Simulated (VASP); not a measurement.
Input of a VASP 6.6.1 run:

INCAR

```
SYSTEM = HW8C8
PREC = Accurate ; ENCUT = 520
EDIFF = 1E-6 ; ISMEAR = 0
SIGMA = 0.1 ; LREAL = Auto
LASPH = .True. ; NELM = 80
ALGO = Normal ; ISIF = 2
LWAVE = .False. ; LCHARG = .False.
GGA = PS ; NBANDS = 86
```

File KPOINTS:

```
Automatic mesh
0
Gamma
  4 5 5
  0.5 0 0
```

Contents of POSCAR:

```
HW8C8
1.0
    0.0000000000      0.0000000000     -5.6555137123
   -2.8984787826     -5.0203125160      0.0000000000
   -2.8984787825      5.0203125161      0.0000000000
W C H
8 8 1
Direct
    0.5006162382      0.5000002367      0.4999998383
    1.0020610484      0.5000004092      0.5000000108
    0.4990185054      0.4938225602     -0.0030889352
    1.0001033129      0.4998814144     -0.0000595738
    0.4990186822      1.0030894282      0.5061781319
    1.0001033129      1.0000598942      0.5001191053
    0.4990185054      1.0030893089     -0.0030888889
    1.0001033129      1.0000599159     -0.0000594958
    0.2476873139      0.1666671765      0.8333332435
    0.7500729758      0.1666670769      0.8333333431
    0.2499465251      0.1677089322      0.3338541666
    0.7522328150      0.1714699027      0.3357347761
    0.2499465251      0.6661463263      0.8322917599
    0.7522328150      0.6642656439      0.8285305173
    0.2499467019      0.6661462412      0.3338541788
    0.7522328150      0.6642655814      0.3357348386
    0.6172180243      0.8333338873      0.1666672227
```

Potentials or basis: VASP PAW PBE potentials, release 64 (W_sv, C, H).

Launch:

```console
$ cat potpaw_PBE.64/W_sv/POTCAR potpaw_PBE.64/C/POTCAR potpaw_PBE.64/H/POTCAR > POTCAR
$ mpirun -np 1 vasp_std > vasp.out
```

Q: Predict the pressure.

A: 5.6 GPa.

Q: Estimate the largest force.

A: 0.588 eV/Å.

Forces on the atoms (eV/Å):
```
W    0.000  0.000 -0.068
W    0.000  0.000 -0.002
W    0.034  0.019 -0.033
W    0.003  0.002 -0.021
W   -0.034  0.019 -0.033
W   -0.003  0.002 -0.021
W    0.000 -0.039 -0.033
W    0.000 -0.003 -0.021
C    0.000  0.000 -0.009
C    0.000  0.000 -0.029
C    0.020  0.012 -0.047
C   -0.009 -0.005 -0.059
C   -0.020  0.012 -0.047
C    0.009 -0.005 -0.059
C    0.000 -0.024 -0.047
C    0.000  0.010 -0.059
H    0.000  0.000  0.588
```

Caveat: the PAW data sets were made with another functional, which shifts forces and pressure a little.
